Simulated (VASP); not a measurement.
Here is a VASP 6.6.1 calculation.

Contents of INCAR:

```
SYSTEM = BeSb
PREC = Accurate
ENCUT = 600
EDIFF = 1E-7
ISMEAR = 0
SIGMA = 0.1
LREAL = .False.
LASPH = .True.
NELM = 60
ALGO = Normal
ISIF = 3
LWAVE = .False.
LCHARG = .False.
GGA = PE
IBRION = 2
NSW = 100
EDIFFG = -0.01
```

KPOINTS

```
Automatic mesh
0
Gamma
  16 16 16
  0 0 0
```

The input POSCAR:

```
BeSb
1.0
    3.3799207286      0.0000000000      0.0000000000
    0.0000000000      3.3799207286      0.0000000000
    0.0000000000      0.0000000000      3.2744144785
Be Sb
1 1
Direct
    0.5000000000      0.5000000000      0.5502101311
    0.0000000000      0.0000000000      0.9497898689
```

Potentials or basis: VASP PAW PBE potentials, release 64 (Be, Sb).

Command:

```bash
$ cat potpaw_PBE.64/Be/POTCAR potpaw_PBE.64/Sb/POTCAR > POTCAR
$ mpirun -np 1 vasp_std > vasp.out
```

Question: What does it give for the relaxed cell?

Answer: a = 3.667 Å, b = 3.667 Å, c = 3.010 Å, α = 90.00°, β = 90.00°, γ = 90.00°.

Question: Predict the relaxed volume.

Answer: 20.24 Å³/atom.

Final structure:
```
Be Sb
1.0
     3.66718    0.00000    0.00000
     0.00000    3.66718    0.00000
     0.00000    0.00000    3.01043
Be Sb
1 1
Direct
  0.50000 0.50000 0.74911
  0.00000 0.00000 0.75089
```
